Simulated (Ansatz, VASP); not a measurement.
One calculation of KMo2, two programs

```
CELL_PARAMETERS angstrom
3.26247 0.00000 0.00000
0.00000 3.26247 0.00000
0.00000 0.00000 7.39765
ATOMIC_POSITIONS crystal
K 0.00000 0.00000 0.00000
Mo 0.50000 0.00000 0.57087
Mo 0.00000 0.50000 0.42913
```

Change from the starting cell: ordered superstructure of diamond with vacancies (P-4m2, No. 115).

Alike in both runs: functional PBE; k mesh 4 × 4 × 4; occupations gaussian, width 0.1 eV; no spin polarisation.

Ansatz relaxed the structure, and its values are those at the end. VASP's run is a single point on that final structure, the one shown.

|  | VASP | Ansatz |
| --- | --- | --- |
| version | VASP 6.6.1 | Ansatz 0.2.0 |
| potentials or method | VASP PAW PBE potentials, release 64 (K_sv, Mo_sv), cutoff 520 eV | scalar-relativistic, plane waves, PAW |
| valence electrons in the cell | 37 | 37 |

```tsv
	VASP	Ansatz	Ansatz less VASP
gap on the k mesh at the Fermi level (eV)	none	none	-
pressure (GPa)	0.2	0.0	-0.21
rms of the force components (eV/Å)	0.011	0.013	+0.0023
```

A gap of «none» marks a metal or a gap that the smearing closes.

The k mesh is coarse, so the values compare programs but aren't converged.
